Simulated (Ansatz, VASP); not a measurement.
## One calculation of In, two programs

```
In
1.0
     2.46798    0.00000    0.00000
     0.00000    2.46798    0.00000
     0.00000    0.00000    2.46798
In
1
Direct
  0.00000 0.00000 0.00000
```

Change from the starting cell: volume scaled by 0.55, PAW files.

Alike in both runs: task single point; functional PBEsol; k mesh 14 × 14 × 14; occupations fermi-dirac, width 0.05 eV; no spin polarisation.

```csv
,VASP,Ansatz
version,VASP 6.6.1,Ansatz 0.2.0
potentials or method,"VASP PAW PBE potentials, release 64 (In_d)","PAW with Ansatz's default frozen-core files, scalar-relativistic"
plane-wave cutoff (eV),520,420
valence electrons in the cell,13,13
```

Ansatz gave:

- pressure (GPa): 113.3

Problem. Estimate VASP's values.

Solution. Pressure (GPa): 113.9.

VASP's potentials were made for PBE, not for PBEsol. Both programs put the cell under a high pressure, so it lies far from rest at this level.

Noted on VASP's run: the cell as given lies far from equilibrium.
